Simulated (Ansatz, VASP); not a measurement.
## Two plane-wave programs on V

```
V
1.0
     2.55732    0.00000    0.00000
    -1.27866    2.21471    0.00000
     0.00000    0.00000    2.39040
V
1
Direct
  0.00000 0.00000 0.00000
```

Alike in both runs: functional PBEsol; k mesh 9 × 9 × 8; occupations gaussian, width 0.1 eV; no spin polarisation.

Ansatz relaxed the structure, and its values are those at the end. VASP's run is a single point on that final structure, the one shown.

```csv
,VASP,Ansatz
version,VASP 6.6.1,Ansatz 0.2.0
potentials or method,"VASP PAW PBE potentials, release 64 (V_sv), cutoff 500 eV","scalar-relativistic, plane waves, PAW"
valence electrons in the cell,13,13
```

|  | VASP | Ansatz | Ansatz less VASP |
| --- | --- | --- | --- |
| gap on the k mesh at the Fermi level (eV) | none | none | - |
| pressure (GPa) | 0.2 | 0.0 | -0.16 |

VASP's potentials were made for PBE, not for PBEsol. A gap of «none» marks a metal or a gap that the smearing closes. The functional is the same, so the differences come from potentials, cutoffs and numerics.
